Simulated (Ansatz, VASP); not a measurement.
# InP in VASP and in Ansatz

File INCAR:

```
PREC = Accurate ; ENCUT = 520
EDIFF = 1E-6 ; ISMEAR = 0
SIGMA = 0.05 ; LREAL = F
LASPH = T ; NELM = 60
ALGO = Normal ; ISIF = 2
LWAVE = F ; LCHARG = T
GGA = PE ; LELF = T
LVHAR = T ; NBANDS = 16
```

Contents of KPOINTS:

```
Automatic mesh
0
Gamma
  10 10 10
```

File POSCAR:

```
InP
1.0
    0.0000000000      2.8550000000      2.8550000000
    2.8550000000      0.0000000000      2.8550000000
    2.8550000000      2.8550000000      0.0000000000
In P
1 1
Direct
    0.0000000000      0.0000000000      0.0000000000
    0.5000000000      0.5000000000      0.5000000000
```

Input for Ansatz:

```yaml
crystal:
  lattice:
    - [0.0, 2.855, 2.855]
    - [2.855, 0.0, 2.855]
    - [2.855, 2.855, 0.0]
  atoms:
    - { symbol: In, position: [0.0, 0.0, 0.0] }
    - { symbol: P, position: [0.5, 0.5, 0.5] }
basis:
  ecutwfc: 500
  fft_grid_basis: typed
kpoints:
  mp_grid: { grid: [10, 10, 10] }
hamiltonian:
  xc: pbe
  pseudopotentials: { kind: paw }
scf:
  occupations: { method: gaussian, width: 0.05 }
output:
  forces: true
  stress: true
  eigenvalues: true
  bader: true
  write_density: true
  volumetric_format: npy
  elf: true
```

Alike in both runs: task single point; functional PBE; k mesh 10 × 10 × 10; occupations gaussian, width 0.05 eV; no spin polarisation.

```csv
,VASP,Ansatz
version,VASP 6.6.1,Ansatz 0.2.0
potentials or method,"VASP PAW PBE potentials, release 64 (In_d, P), cutoff 520 eV","scalar-relativistic, plane waves, PAW"
valence electrons in the cell,18,18
```

|  | VASP | Ansatz | Ansatz less VASP |
| --- | --- | --- | --- |
| gap on the k mesh at the Fermi level (eV) | none | none | - |
| pressure (GPa) | -5.3 | -5.3 | +0.04 |

A gap of «none» marks a metal or a gap that the smearing closes. With one functional, cell and mesh, what is left measures potentials, basis and numerics.
